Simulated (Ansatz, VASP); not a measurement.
# Two plane-wave programs on LiOs2

```xyz
3
Lattice="4.4141 0.0000 0.0000 -2.2070 3.8227 0.0000 0.0000 0.0000 2.5520" Properties=species:S:1:pos:R:3 pbc="T T T"
Li    0.0000    0.0000    0.0000
Os    0.0000    2.5485    1.2760
Os    2.2070    1.2742    1.2760
```

Alike in both runs: functional PBE; k mesh 12 × 12 × 18; occupations gaussian, width 0.1 eV; no spin polarisation.

Ansatz relaxed the structure, and its values are those at the end. VASP's run is a single point on that final structure, the one shown.

```csv
,VASP,Ansatz
version,VASP 6.6.1,Ansatz 0.2.0
potentials or method,"VASP PAW PBE potentials, release 64 (Li_sv, Os_sv_GW), cutoff 880 eV","scalar-relativistic, plane waves, PAW"
valence electrons in the cell,35,35
```

```csv
,VASP,Ansatz,Ansatz less VASP
gap on the k mesh at the Fermi level (eV),none,none,-
pressure (GPa),0.0,0.0,-0.03
```

A gap of «none» marks a metal or a gap that the smearing closes. With one functional, cell and mesh, what is left measures potentials, basis and numerics.

Neither program's run includes spin-orbit coupling.
